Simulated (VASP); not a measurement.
## Ca3B: single point with PBE

Ca3B:

```xyz
8
Lattice="9.1245 0.0000 0.0000 -4.5623 7.9021 0.0000 0.0000 0.0000 3.7233" Properties=species:S:1:pos:R:3 pbc="T T T"
Ca    4.5623    4.5662    0.9308
Ca   -1.6733    6.2341    2.7925
Ca    2.8890    1.6680    0.9308
Ca    0.0000    3.3359    2.7925
Ca    6.2355    1.6680    0.9308
Ca    1.6733    6.2341    2.7925
B     0.0000    5.2680    0.9308
B     4.5623    2.6340    2.7925
```

| Quantity | Value |
| --- | --- |
| Program | VASP 6.6.1 |
| Task | single point |
| Functional | PBE |
| Potentials or basis | VASP PAW PBE potentials, release 64 (Ca_sv, B) |
| Cutoff | 520 eV |
| k mesh | 3 × 3 × 4 |
| Occupations | gaussian, width 0.1 eV |
| Spin | no spin polarisation |

```
Pressure               : 0.3 GPa
Largest force          : 0.026 eV/Å
Band gap on the k mesh : zero (band 33 reaches 2.19 eV, above the bottom of band 34 at 1.75 eV)
```

Forces in eV/Å, atoms in the order of the input:
```
Ca   0.000  0.026  0.000
Ca  -0.022  0.013  0.000
Ca  -0.022 -0.013  0.000
Ca   0.000 -0.026  0.000
Ca   0.022 -0.013  0.000
Ca   0.022  0.013  0.000
B    0.000  0.000  0.000
B    0.000  0.000  0.000
```

Stress tensor (GPa, compression positive):
```
0.39 0.00 0.00
0.00 0.39 0.00
0.00 0.00 0.14
```

Levels at points of the mesh, in eV from the Fermi level:
| k point | band 29 | band 30 | band 31 | band 32 | band 33 | band 34 | band 35 | band 36 |
| --- | --- | --- | --- | --- | --- | --- | --- | --- |
| (0.00, 0.00, 0.00) | -1.95 | -1.95 | -1.91 | 0.28 | 0.32 | 0.44 | 0.75 | 0.75 |
| (0.00, 0.00, 0.50) | -0.73 | -0.73 | -0.73 | -0.73 | 0.08 | 0.08 | 0.69 | 0.69 |

Wall time 3.2 min on 1 thread of Intel(R) Xeon(R) 6975P-C (Granite Rapids), on a shared host, peak memory 0.4 GiB.

Caveat: the k points lie up to 0.42 Å⁻¹ apart.
